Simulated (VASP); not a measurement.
Runs of VASP 6.6.1 on Ge. The structure is that of space group Fd-3m (No. 227), or close to it. The cells are those of the table. 

| level | cell | gap on the mesh (eV) | pressure (GPa) |
| --- | --- | --- | --- |
| PBE | a = 4.033 Å, angles 60.0°, 2 atoms | none | 1.8 |
| PBE | a = 3.948 Å, angles 60.0°, 2 atoms | (a) | 6.8 |
| PBE | a = 4.074 Å, angles 60.0°, 2 atoms | none | (b) |
| RPBE | a = 4.205 Å, angles 60.0°, 2 atoms | none | -3.2 |

Alike in all rows: task single point; potentials or basis VASP PAW PBE potentials, release 64 (Ge_d); no spin polarisation; k mesh 14 × 14 × 14; cutoff (eV) 500; smearing gaussian 0.1 eV.

Question: Fill in the values left out.

Answer: (a) 0.31; (b) -0.1.

Caveats: semilocal functionals underestimate gaps, so a narrow gap can read as zero (at least some runs); the cell stands under pressure (at least some runs); the cell stands under tension (at least some runs); the PAW data sets were made with another functional, which shifts forces and pressure a little (at least some runs).

A k mesh can miss the band edges, and the runs leave out spin-orbit coupling on Ge.

A gap of «none» marks levels without a gap at the run's occupations.
